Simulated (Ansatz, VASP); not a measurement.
AlNi: VASP beside Ansatz

File INCAR:

```
SYSTEM = AlNi
ALGO = Normal
EDIFF = 1E-6
ENCUT = 520
GGA = CA
ISIF = 2
ISMEAR = -1
LASPH = .True.
LCHARG = .True.
LELF = .True.
LREAL = .False.
LVHAR = .True.
LWAVE = .False.
NBANDS = 14
NELM = 80
PREC = Accurate
SIGMA = 0.1
```

The input KPOINTS:

```
k-points
0
Gamma
  15 15 15
  0 0 0
```

POSCAR

```
AlNi
1.0
    0.0000000000      2.3261786719      2.3261786719
    2.3261786719      0.0000000000      2.3261786719
    2.3261786719      2.3261786719      0.0000000000
Ni Al
1 1
Direct
    0.0000000000      0.0000000000      0.0000000000
    0.5000000000      0.5000000000      0.5000000000
```

Input for Ansatz:

```yaml
crystal:
  lattice:
    - [0.0, 2.3261786719, 2.3261786719]
    - [2.3261786719, 0.0, 2.3261786719]
    - [2.3261786719, 2.3261786719, 0.0]
  atoms:
    - { symbol: Ni, position: [0.0, 0.0, 0.0] }
    - { symbol: Al, position: [0.5, 0.5, 0.5] }
kpoints:
  mp_grid: { grid: [15, 15, 15] }
  band_path:
    path:
      - [0.0, 0.0, 0.0]
      - [0.5, 0.0, 0.5]
      - [0.625, 0.25, 0.625]
      - [0.375, 0.375, 0.75]
      - [0.0, 0.0, 0.0]
      - [0.5, 0.5, 0.5]
      - [0.5, 0.25, 0.75]
      - [0.5, 0.0, 0.5]
    npoints: 8
scf:
  occupations: { method: fermi_dirac, width: 0.1 }
hamiltonian:
  xc: lda
  pseudopotentials: { kind: all_electron, lapw: { basis_error: 0.001 } }
output:
  forces: true
  stress: true
  eigenvalues: true
  populations: true
  dos: { projected: true, de: 0.2, e_range: [-14, 8] }
```

Change from the starting cell: volume scaled by 0.94, LAPW.

Alike in both runs: task single point; functional LDA; k mesh 15 × 15 × 15; occupations fermi-dirac, width 0.1 eV; no spin polarisation.

|  | VASP | Ansatz |
| --- | --- | --- |
| version | VASP 6.6.1 | Ansatz 0.2.0 |
| potentials or method | VASP PAW LDA potentials, release 64 (Ni, Al), cutoff 520 eV | all-electron LAPW, scalar-relativistic |

|  | VASP | Ansatz | Ansatz less VASP |
| --- | --- | --- | --- |
| pressure (GPa) | 9.4 | 9.0 | -0.33 |

LDA's correlation is that of Perdew and Zunger in VASP and of Perdew and Wang (1992) in Ansatz. Ansatz ran all-electron here, and VASP with PAW potentials.
